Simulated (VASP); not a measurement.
Wanted: the native input for a VASP 6.6.1 run.

* Task: single point
* Functional: PBEsol
* Potentials or basis: VASP PAW PBE potentials, release 64 (Si, C)
* Cutoff: 520 eV
* k mesh: 12 × 12 × 4
* Occupations: gaussian, width 0.05 eV
* Spin: no spin polarisation
* Dipole correction: no
* Further INCAR settings: ALGO = Normal; EDIFF = 1e-06; NBANDS = 26

The structure of SiC lies in POSCAR:

```
SiC
1.0
    2.8626000000      0.0000000000      0.0000000000
   -1.4313000000      2.4790843209      0.0000000000
    0.0000000000      0.0000000000     10.8819000000
Si C
4 4
Direct
    0.6666666667      0.3333333333      0.9378278494
    0.3333333333      0.6666666667      0.4378278494
    0.0000000000      0.0000000000      0.6878973398
    0.0000000000      0.0000000000      0.1878973398
    0.6666666667      0.3333333333      0.7498191768
    0.3333333333      0.6666666667      0.2498191768
    0.0000000000      0.0000000000      0.5004546340
    0.0000000000      0.0000000000      0.0004546340
```

One way to write it, as run:

INCAR

```
  PREC = Accurate
  ENCUT = 520
  EDIFF = 1E-6
  ISMEAR = 0
  SIGMA = 0.05
  LREAL = F
  LASPH = T
  NELM = 60
  ALGO = Normal
  ISIF = 2
  LWAVE = F
  LCHARG = T
  GGA = PS
  LELF = T
  LVHAR = T
  NBANDS = 26
```

KPOINTS

```
regular mesh
0
Gamma
  12 12 4
```

Potentials or basis: VASP PAW PBE potentials, release 64 (Si, C).

Command:

```bash
$ cat potpaw_PBE.64/Si/POTCAR potpaw_PBE.64/C/POTCAR > POTCAR
$ mpirun -np 1 vasp_std > vasp.out
```

Results of the run:

```json
{
 "Pressure": "25.2 GPa",
 "Largest force": "1.228 eV/Å",
 "Band gap on the k mesh": "1.10 eV, indirect (least direct gap 2.69 eV)"
}
```

Caveat: the PAW data sets were made with another functional, which shifts forces and pressure a little.

Wall time 60 s on 1 thread of Intel(R) Xeon(R) Platinum 8559C (Emerald Rapids), with other jobs on the host, peak memory 0.24 GiB.
